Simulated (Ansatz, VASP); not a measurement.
# One calculation of InP, two programs

File INCAR:

```
  PREC = Accurate
  ENCUT = 520
  EDIFF = 1E-6
  ISMEAR = 0
  SIGMA = 0.15
  LREAL = F
  LASPH = T
  NELM = 100
  ALGO = Normal
  ISIF = 2
  LWAVE = F
  LCHARG = F
  GGA = PE
  NBANDS = 16
```

File KPOINTS:

```
regular mesh
0
Gamma
  20 20 20
```

File POSCAR:

```
InP
1.0
    0.0000000000      3.0093547400      2.3472966972
    3.0093547400      0.0000000000      2.3472966972
    3.0093547400      3.0093547400      0.0000000000
In P
1 1
Direct
    0.0000000000      0.0000000000      0.0000000000
    0.5000000000      0.5000000000      0.5000000000
```

Input for Ansatz:

```yaml
crystal:
  lattice:
    - [0.0, 3.00935474, 2.3472966972]
    - [3.00935474, 0.0, 2.3472966972]
    - [3.00935474, 3.00935474, 0.0]
  atoms:
    - { symbol: In, position: [0.0, 0.0, 0.0] }
    - { symbol: P, position: [0.5, 0.5, 0.5] }
basis:
  ecutwfc: 420
kpoints:
  mp_grid: { grid: [20, 20, 20] }
hamiltonian:
  xc: pbe
scf:
  occupations: { method: gaussian, width: 0.15 }
output:
  forces: true
  stress: true
  eigenvalues: true
```

Alike in both runs: task single point; functional PBE; k mesh 20 × 20 × 20; occupations gaussian, width 0.15 eV; no spin polarisation.

|  | VASP | Ansatz |
| --- | --- | --- |
| version | VASP 6.6.1 | Ansatz 0.2.0 |
| potentials or method | VASP PAW PBE potentials, release 64 (In_d, P), cutoff 520 eV | scalar-relativistic, plane waves, PAW |
| valence electrons in the cell | 18 | 18 |

Ansatz gave:

```
gap on the k mesh at the Fermi level (eV)                     : none
pressure (GPa)                                                : 10.7
traceless stress, the component that is largest in VASP (GPa) : 29.02
```

**Question.** Which values does VASP return?

**Answer.** gap on the k mesh at the Fermi level (eV): none; pressure (GPa): 10.5; traceless stress, the component that is largest in VASP (GPa): 28.75.

A gap of «none» marks a metal or a gap that the smearing closes. The functional is the same, so the differences come from potentials, cutoffs and numerics.
